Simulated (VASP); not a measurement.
Crystal: TiCo3.

```xyz
4
Lattice="3.6140 0.0000 0.0000 0.0000 3.6140 0.0000 0.0000 0.0000 3.6140" Properties=species:S:1:pos:R:3 pbc="T T T"
Ti    0.0000    0.0000    0.0000
Co    0.0000    1.8070    1.8070
Co    1.8070    0.0000    1.8070
Co    1.8070    1.8070    0.0000
```

Base run:

- Program: VASP 6.6.1
- Functional: PBEsol
- Potentials or basis: VASP PAW PBE potentials, release 64 (Ti_sv, Co)
- Cutoff: 520 eV
- k mesh: 10 × 10 × 10
- Occupations: gaussian, width 0.1 eV
- Spin: collinear spin, ferrimagnetic start
- Starting moments: [-0.42, 1.21, 1.21, 1.21] μB

Its results: pressure -15.5 GPa; net moment 0.00 μB per cell.

The run is repeated on the same cell with these changes: k mesh from 10 × 10 × 10 to 4 × 4 × 4. What comes out?

Pressure -15.4 GPa; net moment 0.71 μB per cell; site moments Ti -0.13; Co +0.30 μB.

Caveats: some runs use coarse meshes; the PAW data sets were made with another functional, which shifts forces and pressure a little.
